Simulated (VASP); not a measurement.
# AlO5 (Immm) in VASP: further runs

Runs on AlO5. Level: PBE. Tasks: single point.

All numbers are computed with VASP 6.6.1; they aren't measurements. Logs are shortened: lines on timing, memory, paths and dates and some standing lists are left out, and cuts for length are marked.

**1. The cell of the first run**

The structure is orthorhombic, space group Immm (No. 71). The conventional cell has a = 3.967 Å, b = 5.067 Å, c = 5.179 Å, α = 90.00°, β = 90.00°, γ = 90.00°. Within 2.7 Å of Al (site symmetry mmm) lie 10 O at 2.07 to 2.59 Å. O (site symmetry -1) has 8 O at 1.98 to 2.59 Å and 2 Al at 2.07 Å within 2.6 Å. Within 2.7 Å of O (site symmetry mmm) lie 8 O at 2.07 Å and 2 Al at 2.59 Å.

**2. Single point, PBE, collinear spin, ferromagnetic start**

INCAR

```
PREC     = Accurate       # precision mode
ENCUT    = 520            # plane-wave cutoff, eV
EDIFF    = 1E-6           # SCF threshold, eV
ISMEAR   = 0              # smearing method
SIGMA    = 0.1            # smearing width, eV
LREAL    = False          # projectors in reciprocal space
LASPH    = True           # aspherical terms in the spheres
NELM     = 150            # most SCF steps
ALGO     = Normal         # electronic algorithm
ISIF     = 2              # what is computed and relaxed
LWAVE    = False          # write WAVECAR
LCHARG   = True           # write CHGCAR
ISPIN    = 2              # spin polarisation
MAGMOM   = 0 1 1 1 1 1    # initial moments
LORBIT   = 11             # projections on sites
GGA      = PE             # functional
LELF     = True           # ELF
LVHAR    = True         
NBANDS   = 30             # bands
```

KPOINTS

```
Automatic mesh
0
Gamma
  6 6 6
```

POSCAR

```
AlO5
1.0
   -1.9833647940      2.5895936062      2.5336952163
    1.9833647940     -2.5895936062      2.5336952163
    1.9833647940      2.5895936062     -2.5336952163
Al O
1 5
Direct
    0.0000000000      0.5000000000      0.5000000000
    0.5000000000      0.5000000000      0.5000000000
    0.0000000000      0.0000000000      0.5000000000
    0.0000000000      0.5000000000      0.0000000000
    0.5000000000      0.0000000000      0.0000000000
    0.5000000000      0.5000000000      0.0000000000
```

Potentials or basis: VASP PAW PBE potentials, release 64 (Al, O).

Started as:

```
> cat potpaw_PBE.64/Al/POTCAR potpaw_PBE.64/O/POTCAR > POTCAR
> mpirun -np 1 vasp_std > vasp.out
```

OUTCAR:

```text
PREC = Accurate
   ENCUT = 520
   EDIFF = 1E-6
   ISMEAR = 0
   LREAL = False
   LASPH = True
   NELM = 150
   ISIF = 2
   ISPIN = 2
   LORBIT = 11
   GGA = PE

 ion  position               nearest neighbor table
   1  0.000  0.500  0.500-   2 2.07   3 2.07   4 2.07   5 2.07   4 2.07   3 2.07   2 2.07   5 2.07
                             6 2.59   6 2.59
   2  0.500  0.500  0.500-   1 2.07   1 2.07
   3  0.000  0.000  0.500-   1 2.07   1 2.07
   4  0.000  0.500  0.000-   1 2.07   1 2.07
   5  0.500  0.000  0.000-   1 2.07   1 2.07
   6  0.500  0.500  0.000-   1 2.59   1 2.59

  LATTYP: Found a body centered orthorhombic cell.
 ALAT       =     3.9667295880
 B/A-ratio  =     1.2774731224
 C/A-ratio  =     1.3056567375

  Lattice vectors:

 A1 = (   1.9833647940,  -2.5895936062,  -2.5336952163)
 A2 = (  -1.9833647940,  -2.5895936062,   2.5336952163)
 A3 = (  -1.9833647940,   2.5895936062,  -2.5336952163)

Analysis of symmetry for initial positions (statically):
=====================================================================
 Subroutine PRICEL returns:
 Original cell was already a primitive cell.

 Routine SETGRP: Setting up the symmetry group for a
 body centered orthorhombic supercell.

 Subroutine GETGRP returns: Found  8 space group operations
 (whereof  8 operations were pure point group operations)
 out of a pool of  8 trial point group operations.

The static configuration has the point symmetry D_2h.

Analysis of symmetry for dynamics (positions and initial velocities):
=====================================================================
 Subroutine PRICEL returns:
 Original cell was already a primitive cell.

 Routine SETGRP: Setting up the symmetry group for a
 body centered orthorhombic supercell.

 Subroutine GETGRP returns: Found  8 space group operations
 (whereof  8 operations were pure point group operations)
 out of a pool of  8 trial point group operations.

The dynamic configuration has the point symmetry D_2h.

Analysis of structural, dynamic, and magnetic symmetry:
=====================================================================
 Subroutine PRICEL returns:
 Original cell was already a primitive cell.

 Routine SETGRP: Setting up the symmetry group for a
 body centered orthorhombic supercell.

 Subroutine GETGRP returns: Found  8 space group operations
 (whereof  8 operations were pure point group operations)
 out of a pool of  8 trial point group operations.
[... 140 lines left out ...]
 spin polarized calculation
 Gauss-broadening in eV      SIGMA  =   0.10
  energy-cutoff  :      520.00
  volume of cell :       52.05
 maximum number of plane-waves:      1419
   NGX = 15   NGY = 15   NGZ = 15

 number of electron      32.9999978 magnetization       0.2073273

 Free energy of the ion-electron system (eV)
  ---------------------------------------------------
  ext. energy  EPLUGINS =         0.00000000
  ---------------------------------------------------
  free energy    TOTEN  =       -27.44837015 eV

  energy without entropy =      -27.43141407  energy(sigma->0) =      -27.43989211

 E-fermi :   4.2442     XC(G=0): -11.4273

 val. band max:        4.2422869383   @ k =   0.3333   0.1667   0.1667
 cond. band min:       4.2574720681   @ k =   0.3333   0.3333   0.1667
 fundamental gap:      0.0151851298
 Fermi energy:         4.2441816004

 spin component 1

 k-point     1 :       0.0000    0.0000    0.0000
  band No.  band energies     occupation
      1     -17.3511      1.00000
      2     -14.2233      1.00000
      3     -11.9176      1.00000
      4     -11.6776      1.00000
      5     -11.5751      1.00000
      6      -4.2928      1.00000
[... 733 lines left out ...]
     27      21.2824      0.00000
     28      22.7023      0.00000

 [... further k-points ...]

 spin component 2

 k-point     1 :       0.0000    0.0000    0.0000
  band No.  band energies     occupation
      1     -17.2929      1.00000
      2     -14.1549      1.00000
      3     -11.8487      1.00000
      4     -11.5998      1.00000
      5     -11.4977      1.00000
      6      -4.2548      1.00000
[... 733 lines left out ...]
     27      21.2880      0.00000
     28      22.7249      0.00000

 [... further k-points ...]

 [bands above 28 left out]

------------------------ aborting loop because EDIFF is reached ----------------------------------------

  FORCE on cell =-STRESS in cart. coord.  units (eV):
  Direction    XX          YY          ZZ          XY          YZ          ZX
  --------------------------------------------------------------------------------------
  -------------------------------------------------------------------------------------
  Total       -0.0793540     -0.1263931     -0.1216260      0.0000000      0.0000000     -0.0000000
  in kB       -2.4424776     -3.8903217     -3.7435925      0.0000000      0.0000000     -0.0000000
  external PRESSURE =      -3.3587973 kB  Pullay stress =       0.0000000 kB

 VOLUME and BASIS-vectors are now :
 -----------------------------------------------------------------------------
  energy-cutoff  :      520.00
  volume of cell :       52.05
      direct lattice vectors                 reciprocal lattice vectors
    -1.983364794  2.589593606  2.533695216     0.000000000  0.193080489  0.197340231
     1.983364794 -2.589593606  2.533695216     0.252096841  0.000000000  0.197340231
     1.983364794  2.589593606 -2.533695216     0.252096841  0.193080489  0.000000000

 POSITION                                       TOTAL-FORCE (eV/Angst)
 -----------------------------------------------------------------------------------
      1.98336      0.00000      0.00000        -0.000000      0.000000      0.000000
      0.99168      1.29480      1.26685        -0.000000      0.000000     -0.000000
      0.99168      1.29480     -1.26685        -0.000000      0.000000      0.000000
      0.99168     -1.29480      1.26685        -0.000000      0.000000      0.000000
     -0.99168      1.29480      1.26685        -0.000000      0.000000      0.000000
      0.00000      0.00000      2.53370         0.000000     -0.000000      0.000000
 -----------------------------------------------------------------------------------
    total drift:                               -0.000000     -0.000000      0.000000

  FREE ENERGIE OF THE ION-ELECTRON SYSTEM (eV)
  ---------------------------------------------------
  free  energy   TOTEN  =       -27.4483701511 eV

  energy  without entropy=      -27.4314140706  energy(sigma->0) =      -27.43989211

 total charge

# of ion       s       p       d       tot
------------------------------------------
    1        0.257   0.288   0.000   0.544
    2        1.627   3.182   0.000   4.808
    3        1.627   3.182   0.000   4.808
    4        1.627   3.182   0.000   4.808
    5        1.627   3.182   0.000   4.808
    6        1.678   2.941   0.000   4.619
--------------------------------------------------
tot          8.441  15.956   0.000  24.397

 magnetization (x)

# of ion       s       p       d       tot
------------------------------------------
    1       -0.001  -0.001   0.000  -0.001
    2        0.001   0.037   0.000   0.038
    3        0.001   0.037   0.000   0.038
    4        0.001   0.037   0.000   0.038
    5        0.001   0.037   0.000   0.038
    6        0.000   0.034   0.000   0.034
--------------------------------------------------
tot          0.002   0.182   0.000   0.184
```

OSZICAR:

```text
N       E                     dE             d eps       ncg     rms          rms(c)
DAV:   1     0.151509708529E+03    0.15151E+03   -0.18310E+04  5528   0.107E+03
DAV:   2    -0.201192236918E+02   -0.17163E+03   -0.15987E+03  6706   0.248E+02
DAV:   3    -0.279342728505E+02   -0.78150E+01   -0.76859E+01  6558   0.488E+01
DAV:   4    -0.279823418970E+02   -0.48069E-01   -0.48060E-01  6344   0.437E+00
DAV:   5    -0.279827886113E+02   -0.44671E-03   -0.44671E-03  6592   0.417E-01    0.122E+01
DAV:   6    -0.292720774652E+02   -0.12893E+01   -0.16604E+01  6332   0.196E+01    0.130E+01
DAV:   7    -0.273824912468E+02    0.18896E+01   -0.33810E+00  6644   0.130E+01    0.365E+00
DAV:   8    -0.274369490958E+02   -0.54458E-01   -0.54086E-01  6216   0.437E+00    0.138E+00
DAV:   9    -0.274434268956E+02   -0.64778E-02   -0.32470E-02  6012   0.128E+00    0.513E-01
DAV:  10    -0.274461543116E+02   -0.27274E-02   -0.68897E-03  6392   0.594E-01    0.209E-01
DAV:  11    -0.274479399728E+02   -0.17857E-02   -0.11194E-03  5904   0.253E-01    0.114E-01
DAV:  12    -0.274482878545E+02   -0.34788E-03   -0.16663E-04  6372   0.915E-02    0.551E-02
DAV:  13    -0.274483560090E+02   -0.68155E-04   -0.37715E-05  6222   0.384E-02    0.187E-02
DAV:  14    -0.274483679805E+02   -0.11971E-04   -0.10242E-05  6174   0.215E-02    0.746E-03
DAV:  15    -0.274483695652E+02   -0.15847E-05   -0.18049E-06  5722   0.915E-03    0.376E-03
DAV:  16    -0.274483701511E+02   -0.58598E-06   -0.57184E-07  4782   0.477E-03
   1 F= -.27448370E+02 E0= -.27439892E+02  d E =-.169561E-01  mag=     0.2062
```

stdout:

```text
POSCAR found type information on POSCAR AlO
 POSCAR found :  2 types and       6 ions
 scaLAPACK will be used
 LDA part: xc-table for (Slater+PW92), standard interpolation
 POSCAR, INCAR and KPOINTS ok, starting setup
 FFT: planning ... GRIDC
 FFT: planning ... GRID_SOFT
 FFT: planning ... GRID
 WAVECAR not read
 entering main loop
```

Run time: 62 s. Hardware: 1 thread of Intel Xeon 6975P-C (Granite Rapids), shared host; peak memory 0.26 GiB.

What came out:

- Free energy: -27.4484 eV
- Pressure: -0.3 GPa
- Net moment: 0.21 μB per cell
- Site moments: Al -0.00; O +0.04, +0.03 μB
- Valence electrons inside the program's atomic spheres: Al 0.54; O 4.81, 4.62

**3. Single point, PBE**

INCAR

```
SYSTEM = AlO5
PREC = Accurate
ENCUT = 520
EDIFF = 1E-7
ISMEAR = 0
SIGMA = 0.1
LREAL = .FALSE.
LASPH = .TRUE.
NELM = 80
ALGO = Normal
ISIF = 2
LWAVE = .FALSE.
LCHARG = .FALSE.
GGA = PE
NBANDS = 26
```

KPOINTS

```
regular mesh
0
G
  12 12 12
  0 0 0
```

POSCAR

```
AlO5
1.0
   -1.9802497869      2.5397140615      2.5842956999
    1.9802497869     -2.5397140615      2.5842956999
    1.9802497869      2.5397140615     -2.5842956999
Al O
1 5
Direct
    0.0000000000      0.5000000000      0.5000000000
    0.0000000000      0.5000000000      0.0000000000
    0.5000000000      0.5000000000      0.5000000000
    0.5000000000      0.0000000000      0.0000000000
    0.0000000000      0.0000000000      0.5000000000
    0.5000000000      0.0000000000      0.5000000000
```

Potentials or basis: VASP PAW PBE potentials, release 64 (Al, O).

Started as:

```
> cat potpaw_PBE.64/Al/POTCAR potpaw_PBE.64/O/POTCAR > POTCAR
> mpirun -np 1 vasp_std > vasp.out
```

Run time: 2.8 min. Hardware: 1 thread of Intel Xeon 6975P-C (Granite Rapids), shared host; peak memory 0.38 GiB.

It converged, with:

| Quantity | Value |
| --- | --- |
| Free energy | -27.4877 eV |
| Pressure | -0.3 GPa |

Stress tensor (GPa, compression positive):
```
-0.26  0.00  0.00
 0.00 -0.37  0.00
 0.00  0.00 -0.35
```

Levels at points of the mesh, in eV from the Fermi level:
```tsv
k point	band 14	band 15	band 16	band 17	band 18	band 19
(0.00, 0.00, 0.00)	-0.32	0.25	1.27	1.51	1.53	2.47
(0.50, 0.00, 0.00)	-2.18	-2.14	-1.24	0.99	1.50	2.41
(0.00, 0.50, 0.00)	-2.04	-1.87	-1.85	-0.89	-0.77	1.20
(0.50, 0.50, 0.00)	-1.97	-1.75	-1.59	-1.47	-1.15	1.17
(0.50, 0.50, 0.50)	-2.18	-2.06	-1.36	-0.43	-0.29	2.40
```

Caveat: an odd number of electrons without spin polarisation forces a metal; a magnetic or distorted state may lie lower.

**4. Single point, PBE, collinear spin, ferromagnetic start**

This run uses another cell than the first one, of 11.45 Å³/atom, 1.320 times its volume.

INCAR

```
  ALGO = Normal
  EDIFF = 1E-6
  ENCUT = 520
  GGA = PE
  ISIF = 2
  ISMEAR = 0
  ISPIN = 2
  LASPH = True
  LCHARG = True
  LELF = True
  LORBIT = 11
  LREAL = False
  LVHAR = True
  LWAVE = False
  MAGMOM = 0 1 1 1 1 1
  NBANDS = 30
  NELM = 150
  PREC = Accurate
  SIGMA = 0.1
```

KPOINTS

```
k-points
0
Gamma
  6 6 6
```

POSCAR

```
AlO5
1.0
   -2.4139680100      2.4735925100      2.8774694200
    2.4139680100     -2.4735925100      2.8774694200
    2.4139680100      2.4735925100     -2.8774694200
Al O
1 5
Direct
    0.0000000000      0.5000000000      0.5000000000
    0.5000000000      0.5000000000      0.5000000000
    0.0000000000      0.0000000000      0.5000000000
    0.0000000000      0.5000000000      0.0000000000
    0.5000000000      0.0000000000      0.0000000000
    0.5000000000      0.5000000000      0.0000000000
```

Potentials or basis: VASP PAW PBE potentials, release 64 (Al, O).

Started as:

```
> cat potpaw_PBE.64/Al/POTCAR potpaw_PBE.64/O/POTCAR > POTCAR
> mpirun -np 1 vasp_std > vasp.out
```

OUTCAR:

```text
EDIFF = 1E-6
   ENCUT = 520
   GGA = PE
   ISIF = 2
   ISMEAR = 0
   ISPIN = 2
   LASPH = True
   LORBIT = 11
   LREAL = False
   NELM = 150
   PREC = Accurate

 ion  position               nearest neighbor table
   1  0.000  0.500  0.500-   2 2.25   3 2.25   4 2.25   5 2.25   4 2.25   3 2.25   2 2.25   5 2.25
                             6 2.47   6 2.47
   2  0.500  0.500  0.500-   1 2.25   1 2.25
   3  0.000  0.000  0.500-   1 2.25   1 2.25
   4  0.000  0.500  0.000-   1 2.25   1 2.25
   5  0.500  0.000  0.000-   1 2.25   1 2.25
   6  0.500  0.500  0.000-   1 2.47   1 2.47

  LATTYP: Found a body centered orthorhombic cell.
 ALAT       =     4.8279360200
 B/A-ratio  =     1.0246997888
 C/A-ratio  =     1.1920080996

  Lattice vectors:

 A1 = (  -2.4139680100,   2.4735925100,   2.8774694200)
 A2 = (   2.4139680100,  -2.4735925100,   2.8774694200)
 A3 = (   2.4139680100,   2.4735925100,  -2.8774694200)

Analysis of symmetry for initial positions (statically):
=====================================================================
 Subroutine PRICEL returns:
 Original cell was already a primitive cell.

 Routine SETGRP: Setting up the symmetry group for a
[... 1702 lines left out ...]
  Total       -7.6364633     -5.6584720    -11.9489800      0.0000000      0.0000000      0.0000000
  in kB     -178.0215078   -131.9105039   -278.5550521      0.0000000      0.0000000      0.0000000
  external PRESSURE =    -196.1623546 kB  Pullay stress =       0.0000000 kB

 VOLUME and BASIS-vectors are now :
 -----------------------------------------------------------------------------
  energy-cutoff  :      520.00
  volume of cell :       68.73
      direct lattice vectors                 reciprocal lattice vectors
    -2.413968010  2.473592510  2.877469420     0.000000000  0.202135153  0.173763793
     2.413968010 -2.473592510  2.877469420     0.207127848  0.000000000  0.173763793
     2.413968010  2.473592510 -2.877469420     0.207127848  0.202135153  0.000000000

 POSITION                                       TOTAL-FORCE (eV/Angst)
 -----------------------------------------------------------------------------------
      2.41397      0.00000      0.00000        -0.000000     -0.000000     -0.000000
      1.20698      1.23680      1.43873         0.000000      0.000000     -0.000000
      1.20698      1.23680     -1.43873        -0.000000     -0.000000      0.000000
      1.20698     -1.23680      1.43873         0.000000     -0.000000     -0.000000
     -1.20698      1.23680      1.43873        -0.000000     -0.000000      0.000000
      0.00000      0.00000      2.87747         0.000000      0.000000     -0.000000
 -----------------------------------------------------------------------------------
    total drift:                               -0.000000     -0.000000      0.000000

  FREE ENERGIE OF THE ION-ELECTRON SYSTEM (eV)
  ---------------------------------------------------
  free  energy   TOTEN  =       -25.3172652968 eV

  energy  without entropy=      -25.3012683589  energy(sigma->0) =      -25.30926683

 total charge

# of ion       s       p       d       tot
------------------------------------------
    1        0.243   0.207   0.000   0.450
    2        1.616   3.092   0.000   4.708
    3        1.616   3.092   0.000   4.708
    4        1.616   3.092   0.000   4.708
    5        1.616   3.092   0.000   4.708
    6        1.651   2.962   0.000   4.613
--------------------------------------------------
tot          8.358  15.538   0.000  23.896

 magnetization (x)

# of ion       s       p       d       tot
------------------------------------------
    1       -0.015  -0.013   0.000  -0.028
    2        0.012   0.780   0.000   0.791
    3        0.012   0.780   0.000   0.791
    4        0.012   0.780   0.000   0.791
    5        0.012   0.780   0.000   0.791
    6        0.000  -0.153   0.000  -0.153
--------------------------------------------------
tot          0.032   2.953   0.000   2.984
```

Wall time 1.9 min (1 thread of Intel Xeon 6975P-C (Granite Rapids), shared host); peak memory 0.31 GiB.

What came out:

| Item | Value |
| --- | --- |
| Free energy | -25.3173 eV |
| Pressure | -19.6 GPa |
| Net moment | 3.45 μB per cell |
| Site moments | Al -0.03; O +0.79, -0.15 μB |
| Valence electrons inside the program's atomic spheres | Al 0.45; O 4.71, 4.61 |

**5. Overview**

| spin | cell | k mesh | gap on the mesh (eV) | pressure (GPa) | moment (μB) |
| --- | --- | --- | --- | --- | --- |
| collinear, ferromagnetic start | a = 4.130 Å, angles 122.6, 102.3, 104.3°, 6 atoms | 6 × 6 × 6 | none | -0.3 | 0.21 |
| off | a = 4.129 Å, angles 122.7, 104.1, 102.5°, 6 atoms | 12 × 12 × 12 | none | -0.3 | - |
| collinear, ferromagnetic start | a = 4.497 Å, angles 115.1, 113.3, 100.4°, 6 atoms | 6 × 6 × 6 | none | -19.6 | 3.45 |

Alike in all rows: task single point; level PBE; potentials or basis VASP PAW PBE potentials, release 64 (Al, O); cutoff (eV) 520; smearing gaussian 0.1 eV.

Caveats: an odd number of electrons without spin polarisation forces a metal (some runs); a magnetic or distorted state may lie lower (some runs).

Absolute energies hang on the potentials; compare differences alone.
